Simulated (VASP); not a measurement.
Lu2Al3S:

```xyz
6
Lattice="6.1293 0.0000 0.0000 -3.0646 5.3081 0.0000 0.0000 0.0000 3.3169" Properties=species:S:1:pos:R:3 pbc="T T T"
Lu    0.0000    3.5387    0.0000
Lu    3.0646    1.7694    0.0000
Al    3.0646    0.0000    1.6585
Al    1.5323    2.6541    1.6585
Al   -1.5323    2.6541    1.6585
S     0.0000    0.0000    0.0000
```

The cell was built from a structure type or drawn by symmetry, and may not be a known phase.

* Program: VASP 6.6.1
* Task: relaxation of cell and atoms
* Functional: PBE
* Potentials or basis: VASP PAW PBE potentials, release 64 (Lu, Al, S)
* Cutoff: 600 eV
* k mesh: 3 × 3 × 6
* Occupations: gaussian, width 0.1 eV
* Spin: no spin polarisation

At the start: pressure 40.4 GPa; volume 17.99 Å³/atom.

Where does the relaxation end?

Over 13 steps the energy falls by 1672.1 meV/atom and the volume is 22.51 Å³/atom (+25.2 %); space group P6/mmm (No. 191, to 0.1 Å) before and after.

The path:
| step | energy change (eV) | largest force (eV/Å) | pressure (GPa) | volume (Å³) |
| --- | --- | --- | --- | --- |
| 1 | 0.0000 | 0.0000 | 40.36 | 107.92 |
| 2 | -6.1069 | 0.0000 | -4.73 | 194.33 |
| 3 | -6.3937 | 0.0000 | -0.66 | 170.59 |
| 4 | -6.3950 | 0.0000 | -1.44 | 174.00 |
| 5 | -6.9888 | 0.0000 | -2.10 | 170.84 |
| 6 | -8.9587 | 0.0000 | -3.67 | 157.79 |
| 7 | -7.7909 | 0.0000 | 12.45 | 119.85 |
| 8 | -9.7042 | 0.0000 | -3.67 | 149.14 |
| 9 | -9.9890 | 0.0000 | -2.24 | 140.77 |
| 10 | -9.9235 | 0.0000 | 4.09 | 126.60 |
| 11 | -10.0295 | 0.0000 | -0.13 | 135.24 |
| 12 | -10.0295 | 0.0000 | -0.05 | 135.03 |
| 13 | -10.0328 | 0.0000 | 0.03 | 135.06 |

Final structure:
```yaml
crystal:
  lattice:
    - [5.37701, 0.00000, 0.00000]
    - [-2.68850, 4.65663, 0.00000]
    - [0.00000, 0.00000, 5.39413]
  atoms:
    - { symbol: Lu, position: [0.33333, 0.66667, 0.00000] }
    - { symbol: Lu, position: [0.66667, 0.33333, 0.00000] }
    - { symbol: Al, position: [0.50000, 0.00000, 0.50000] }
    - { symbol: Al, position: [0.50000, 0.50000, 0.50000] }
    - { symbol: Al, position: [0.00000, 0.50000, 0.50000] }
    - { symbol: S, position: [0.00000, 0.00000, 0.00000] }
```

Caveat: the k points lie up to 0.45 Å⁻¹ apart in the final cell, too coarse for converged energies and pressures of a metal; the volume moved by over 15 % at a fixed basis, so the end points are rough.
